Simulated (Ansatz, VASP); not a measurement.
One calculation of Hg, two programs

```
CELL_PARAMETERS angstrom
0.00000 2.39191 2.39191
2.39191 0.00000 2.39191
2.39191 2.39191 0.00000
ATOMIC_POSITIONS crystal
Hg 0.00000 0.00000 0.00000
```

Alike in both runs: task single point; functional PBE; k mesh 8 × 8 × 8; occupations gaussian, width 0.1 eV; collinear spin.

```csv
,VASP,Ansatz
version,VASP 6.6.1,Ansatz 0.2.0
potentials or method,"VASP PAW PBE potentials, release 64 (Hg), cutoff 520 eV","scalar-relativistic, plane waves, PAW"
valence electrons in the cell,12,20
```

Ansatz gave:

| Quantity | Value |
| --- | --- |
| gap on the k mesh at the Fermi level (eV) | none |
| pressure (GPa) | 1.8 |
| net moment per atom (μB) | 0.00 |

Problem. Estimate VASP's values.

Solution. gap on the k mesh at the Fermi level (eV): none; pressure (GPa): 1.9; net moment per atom (μB): 0.00.

A gap of «none» marks a metal or a gap that the smearing closes. VASP's potentials hold 12 valence electrons a cell and Ansatz's 20, so a difference there can come from the potentials and not from the codes. Ansatz's warnings: seeded moment not kept.

Neither program's run includes spin-orbit coupling.
